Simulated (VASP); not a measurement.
TiB2 (AlB2 type): single point with PBE

Crystal: TiB2 (AlB2 type).

```
CELL_PARAMETERS angstrom
2.83894 0.00000 0.00000
-1.41947 2.45859 0.00000
0.00000 0.00000 2.94237
ATOMIC_POSITIONS crystal
Ti 0.00000 0.00000 0.00000
B 0.33333 0.66667 0.50000
B 0.66667 0.33333 0.50000
```

This cell differs from its parent crystal: volume scaled by 0.8.

```json
{
 "Program": "VASP 6.6.1",
 "Task": "single point",
 "Functional": "PBE",
 "Potentials or basis": "VASP PAW PBE potentials, release 64 (Ti_sv, B)",
 "Cutoff": "520 eV",
 "k mesh": "11 × 11 × 9",
 "Occupations": "fermi-dirac, width 0.08 eV",
 "Spin": "no spin polarisation"
}
```

The pressure is 86.2 GPa and the band gap on the k mesh is zero (band 9 reaches 13.11 eV, above the bottom of band 10 at 12.23 eV).

Stress tensor (GPa, compression positive):
```
86.29  0.00  0.00
 0.00 86.29  0.00
 0.00  0.00 86.02
```

Levels at points of the mesh, in eV from the Fermi level:
| k point | band 5 | band 6 | band 7 | band 8 | band 9 | band 10 | band 11 | band 12 | band 13 | band 14 |
| --- | --- | --- | --- | --- | --- | --- | --- | --- | --- | --- |
| (0.00, 0.00, 0.00) | -14.56 | -3.28 | -3.28 | -2.60 | -1.88 | 2.70 | 2.70 | 5.10 | 5.10 | 6.71 |

Run time: 16 s on 1 thread of Intel Xeon 6975P-C, with other jobs on the host, peak memory 0.15 GiB.
